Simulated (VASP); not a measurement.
A run of VASP 6.6.1 is set up as follows.

Contents of INCAR:

```
SYSTEM = Ru
PREC = Accurate ; ENCUT = 520
EDIFF = 1E-6 ; ISMEAR = 0
SIGMA = 0.15 ; LREAL = .FALSE.
LASPH = .TRUE. ; NELM = 80
ALGO = Fast ; ISIF = 2
LWAVE = .FALSE. ; LCHARG = .FALSE.
GGA = PS ; NBANDS = 21
```

The input KPOINTS:

```
Automatic mesh
0
G
  18 18 10
  0 0 0
```

The input POSCAR:

```
Ru
1.0
    2.7614993361      0.0000000000      0.0000000000
   -1.3807496681      2.3915285776      0.0000000000
    0.0000000000      0.0000000000      4.2523798378
Ru
2
Direct
    0.3333333333      0.6666666667      0.2500000000
    0.6666666667      0.3333333333      0.7500000000
```

Potentials or basis: VASP PAW PBE potentials, release 64 (Ru_pv).

The run is started by

```bash
$ cat potpaw_PBE.64/Ru_pv/POTCAR > POTCAR
$ mpirun -np 1 vasp_std > vasp.out
```

What does it give for the band gap on the k mesh?

Zero (band 14 reaches 13.49 eV, above the bottom of band 15 at 10.51 eV).

What does it give for the pressure?

-15.7 GPa.

Stress tensor (GPa, compression positive):
```
-18.81   0.00   0.00
  0.00 -18.81   0.00
  0.00   0.00  -9.59
```

Caveat: the PAW data sets were made with another functional, which shifts forces and pressure a little.
